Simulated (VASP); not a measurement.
Write the native input for VASP 6.6.1 that does the following.

- Task: single point
- Functional: r2SCAN
- Potentials or basis: VASP PAW PBE potentials, release 64 (Au, Al)
- Cutoff: 520 eV
- k mesh: 8 × 8 × 8
- Occupations: fermi-dirac, width 0.05 eV
- Spin: no spin polarisation
- Dipole correction: no
- Further INCAR settings: ALGO = Normal; EDIFF = 1e-07; NBANDS = 16

Crystal: Al2Au.

```
CELL_PARAMETERS angstrom
0.00000 2.96557 2.96557
2.96557 0.00000 2.96557
2.96557 2.96557 0.00000
ATOMIC_POSITIONS crystal
Au 0.00000 0.00000 0.00000
Al 0.75000 0.75000 0.75000
Al 0.25000 0.25000 0.25000
```

These files were run (other wordings do the same):

POSCAR

```
Al2Au
1.0
    0.0000000000      2.9655666970      2.9655666970
    2.9655666970      0.0000000000      2.9655666970
    2.9655666970      2.9655666970      0.0000000000
Au Al
1 2
Direct
    0.0000000000      0.0000000000      0.0000000000
    0.7500000000      0.7500000000      0.7500000000
    0.2500000000      0.2500000000      0.2500000000
```

INCAR.step1

```
ALGO = Normal
EDIFF = 1E-4
ENCUT = 520
GGA = PE
ISMEAR = -1
LASPH = True
LCHARG = False
LREAL = False
LWAVE = True
NBANDS = 16
NELM = 100
PREC = Accurate
SIGMA = 0.05
```

INCAR.step2

```
ALGO = Normal
EDIFF = 1E-7
ENCUT = 520
ISIF = 2
ISMEAR = -1
ISTART = 1
LASPH = True
LCHARG = False
LMIXTAU = True
LREAL = False
LWAVE = False
METAGGA = R2SCAN
NBANDS = 16
NELM = 100
PREC = Accurate
SIGMA = 0.05
```

KPOINTS

```
k-points
0
Gamma
  8 8 8
```

Potentials or basis: VASP PAW PBE potentials, release 64 (Au, Al).

Command:

```sh
$ cat potpaw_PBE.64/Au/POTCAR potpaw_PBE.64/Al/POTCAR > POTCAR
$ cp INCAR.step1 INCAR
$ mpirun -np 1 vasp_std > vasp.out
$ cp INCAR.step2 INCAR
$ mpirun -np 1 vasp_std > vasp.out
```

It gave:

```
Pressure : 4.6 GPa
```

Caveat: the PAW data sets were made with another functional, which shifts forces and pressure a little.

Wall time 68 s on 1 thread of AMD EPYC 9R45 96-Core Processor (Zen 5), on a shared host, peak memory 0.17 GiB.
